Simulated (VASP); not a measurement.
TiO, 6 atoms in the cell. It takes space group Pm-3m (No. 221, cubic). The conventional cell has a = 4.099 Å, b = 4.099 Å, c = 4.099 Å, α = 90.00°, β = 90.00°, γ = 90.00°. Ti (site symmetry 4/mmm) has 4 O at 2.05 Å within 2.7 Å. O (site symmetry 4/mmm) has 4 Ti at 2.05 Å within 2.7 Å. 

```yaml
Program: VASP 6.6.1
Task: single point
Functional: r2SCAN
Potentials_or_basis: VASP PAW PBE potentials, release 64 (Ti_sv, O)
Cutoff: 520 eV
k_mesh: 10 × 10 × 10
Occupations: gaussian, width 0.1 eV
Spin: collinear spin
Starting_moments: "[0.26, 0.26, 0.26, 0.0, 0.0, 0.0] μB"
Dipole_correction: no
Further_INCAR_settings: ALGO = Normal; EDIFF = 1e-07; NBANDS = 40
```

Potentials or basis: VASP PAW PBE potentials, release 64 (Ti_sv, O).

The run is started by

```bash
$ cat potpaw_PBE.64/Ti_sv/POTCAR potpaw_PBE.64/O/POTCAR > POTCAR
$ cp INCAR.step1 INCAR
$ mpirun -np 1 vasp_std > vasp.out
$ cp INCAR.step2 INCAR
$ mpirun -np 1 vasp_std > vasp.out
```

Hardware: 1 thread of Intel Xeon 8259CL, with other jobs on the host.

**Question.** How long does it take, and how much memory?

**Answer.** It took 58 min on 1 thread of Intel Xeon 8259CL (shared host), peak memory 0.35 GiB. Counts: k points 56.
